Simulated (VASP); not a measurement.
Input of a VASP 6.6.1 run:

POSCAR

```
AlN
1.0
    0.0000000000      2.1848764127      2.1848764127
    2.1848764127      0.0000000000      2.1848764127
    2.1848764127      2.1848764127      0.0000000000
Al N
1 1
Direct
    0.0000000000      0.0000000000      0.0000000000
    0.2500000000      0.2500000000      0.2500000000
```

INCAR.step1

```
SYSTEM = AlN
  PREC = Accurate
  ENCUT = 500
  EDIFF = 1E-8
  ISMEAR = 0
  SIGMA = 0.01
  LREAL = .FALSE.
  LASPH = .TRUE.
  NELM = 60
  ALGO = Normal
  LWAVE = .TRUE.
  LCHARG = .FALSE.
  GGA = PE
```

File INCAR.step2:

```
SYSTEM = AlN
  PREC = Accurate
  ENCUT = 500
  EDIFF = 1E-8
  ISMEAR = 0
  SIGMA = 0.01
  LREAL = .FALSE.
  LASPH = .TRUE.
  NELM = 1
  ALGO = Exact
  LWAVE = .TRUE.
  LCHARG = .FALSE.
  GGA = PE
  NBANDS = 66
  LOPTICS = .TRUE.
  ISTART = 1
```

Contents of INCAR.step3:

```
SYSTEM = AlN
  PREC = Accurate
  ENCUT = 500
  EDIFF = 1E-8
  ISMEAR = 0
  SIGMA = 0.01
  LREAL = .FALSE.
  LASPH = .TRUE.
  ALGO = EVGW0
  LWAVE = .FALSE.
  LCHARG = .FALSE.
  GGA = PE
  NELMGW = 1
  NBANDS = 66
  ENCUTGW = 120.0
  NOMEGA = 96
  PRECFOCK = Fast
  ISTART = 1
  NBANDSGW = 12
  OMEGAMAX = 30
```

Contents of KPOINTS:

```
Automatic mesh
0
G
  6 6 6
  0 0 0
```

Potentials or basis: VASP PAW PBE potentials, release 64 (Al_GW, N_GW).

The run is started by

```console
$ cat potpaw_PBE.64/Al_GW/POTCAR potpaw_PBE.64/N_GW/POTCAR > POTCAR
$ cp INCAR.step1 INCAR
$ mpirun -np 1 vasp_std > vasp.out
$ cp INCAR.step2 INCAR
$ mpirun -np 1 vasp_std > vasp.out
$ cp INCAR.step3 INCAR
$ mpirun -np 1 vasp_std > vasp.out
```

Q: Predict the quasiparticle gap.

A: 4.53 eV.

Q: Predict the least direct quasiparticle gap.

A: 5.70 eV.

Q: Estimate the band gap of the starting levels on the mesh.

A: 3.31 eV.

Q: Estimate the least direct gap of the starting levels on the mesh.

A: 4.18 eV.

Caveat: the k points lie up to 0.42 Å⁻¹ apart; bands, screening cutoff and mesh are small and nothing is extrapolated, so the quasiparticle values aren't converged; the structure was generated, so it needn't be the stable form of AlN.
